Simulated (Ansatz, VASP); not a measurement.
# WS2: VASP beside Ansatz

```
W S
1.0
     3.14578    0.00000    0.00000
    -1.57289    2.72432    0.00000
     0.00000    0.00000   16.95342
W S
1 2
Direct
  0.33333 0.66667 0.00000
  0.66667 0.33333 0.91274
  0.66667 0.33333 0.09759
```

Change from the starting cell: all S atoms moved +0.087 Å, as atom 2 towards its neighbour atom 3 (S) at 3.134 Å.

Alike in both runs: task single point; functional PBEsol; k mesh 12 × 12 × 2; occupations gaussian, width 0.05 eV; no spin polarisation.

|  | VASP | Ansatz |
| --- | --- | --- |
| version | VASP 6.6.1 | Ansatz 0.2.0 |
| potentials or method | VASP PAW PBE potentials, release 64 (W_sv, S), cutoff 520 eV | scalar-relativistic, plane waves, PAW |
| valence electrons in the cell | 26 | 26 |

VASP gave:

| Item | Value |
| --- | --- |
| gap on the k mesh at the Fermi level (eV) | 1.91 |
| least direct gap on the mesh (eV) | 1.94 |
| rms of the force components (eV/Å) | 1.196 |

Task: Which values does Ansatz return?

Result: gap on the k mesh at the Fermi level (eV): 1.90; least direct gap on the mesh (eV): 1.94; rms of the force components (eV/Å): 1.193.

VASP's potentials were made for PBE, not for PBEsol. Atom by atom the forces differ by 0.011 eV/Å (rms over components).

Spin-orbit coupling is off throughout.
